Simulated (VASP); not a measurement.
Write the native input for VASP 6.6.1 that does the following.

```yaml
Task: single point
Functional: PBE
Potentials_or_basis: VASP PAW PBE potentials, release 64 (Ca_sv, F)
Cutoff: 600 eV
k_mesh: 4 × 4 × 4
Occupations: gaussian, width 0.01 eV
Spin: no spin polarisation
Dipole_correction: no
Further_INCAR_settings: ALGO = Normal; EDIFF = 1e-06; NBANDS = 19
```

The structure of CaF2 (Fluorite) lies in POSCAR:

```
CaF2
1.0
    0.0000000000      2.7310000000      2.7310000000
    2.7310000000      0.0000000000      2.7310000000
    2.7310000000      2.7310000000      0.0000000000
Ca F
1 2
Direct
    0.0000000000      0.0000000000      0.0000000000
    0.2500000000      0.2500000000      0.2500000000
    0.7500000000      0.7500000000      0.7500000000
```

The input as run:

INCAR

```
  PREC = Accurate
  ENCUT = 600
  EDIFF = 1E-6
  ISMEAR = 0
  SIGMA = 0.01
  LREAL = False
  LASPH = True
  NELM = 120
  ALGO = Normal
  ISIF = 2
  LWAVE = False
  LCHARG = False
  GGA = PE
  NBANDS = 19
  GGA_COMPAT = False
```

KPOINTS

```
Automatic mesh
0
Gamma
  4 4 4
```

Potentials or basis: VASP PAW PBE potentials, release 64 (Ca_sv, F).

The run is started by

```console
$ cat potpaw_PBE.64/Ca_sv/POTCAR potpaw_PBE.64/F/POTCAR > POTCAR
$ mpirun -np 1 vasp_std > vasp.out
```

Results of the run:

* Pressure: 2.4 GPa
* Band gap on the k mesh: 7.28 eV, indirect (least direct gap 7.54 eV)

Caveat: the k points lie up to 0.50 Å⁻¹ apart.

It took 16 s on 1 thread of Intel Xeon 8259CL (shared host), peak memory 0.17 GiB.
